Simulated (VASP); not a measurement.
Here is a VASP 6.6.1 calculation.

File INCAR:

```
ALGO     = Normal         # electronic algorithm
EDIFF    = 1E-6           # SCF threshold, eV
ENCUT    = 520            # plane-wave cutoff, eV
GGA      = PE             # functional
ISIF     = 2              # what is computed and relaxed
ISMEAR   = 0              # smearing method
LASPH    = T              # aspherical terms in the spheres
LCHARG   = T              # write CHGCAR
LELF     = T              # ELF
LREAL    = F              # projectors in reciprocal space
LVHAR    = T            
LWAVE    = F              # write WAVECAR
NBANDS   = 30             # bands
NELM     = 60             # most SCF steps
PREC     = Accurate       # precision mode
SIGMA    = 0.1            # smearing width, eV
```

Contents of KPOINTS:

```
k-points
0
Gamma
  6 6 2
```

POSCAR

```
ZrAl3N4
1.0
    3.3349784600      0.0000000000      0.0000000000
    0.0000000000      3.3349784600      0.0000000000
    0.0000000000      0.0000000000      9.4327435400
Zr Al N
1 3 4
Direct
    0.5000000000      0.5000000000      0.0000000000
    0.0000000000      0.0000000000      0.7500000000
    0.0000000000      0.0000000000      0.2500000000
    0.5000000000      0.5000000000      0.5000000000
    0.0000000000      0.0000000000      0.0000000000
    0.5000000000      0.5000000000      0.2500000000
    0.0000000000      0.0000000000      0.5000000000
    0.5000000000      0.5000000000      0.7500000000
```

Potentials or basis: VASP PAW PBE potentials, release 64 (Zr_sv, Al, N).

Launch:

```bash
$ cat potpaw_PBE.64/Zr_sv/POTCAR potpaw_PBE.64/Al/POTCAR potpaw_PBE.64/N/POTCAR > POTCAR
$ mpirun -np 1 vasp_std > vasp.out
```

(1) Estimate the band gap on the k mesh.

(2) Estimate the largest force.

(3) What does it give for the pressure?

Answers

(1) zero (an odd number of electrons rules out a gap without spin polarisation).

(2) 0.759 eV/Å.

(3) -34.1 GPa.

Caveat: the cell stands under tension.
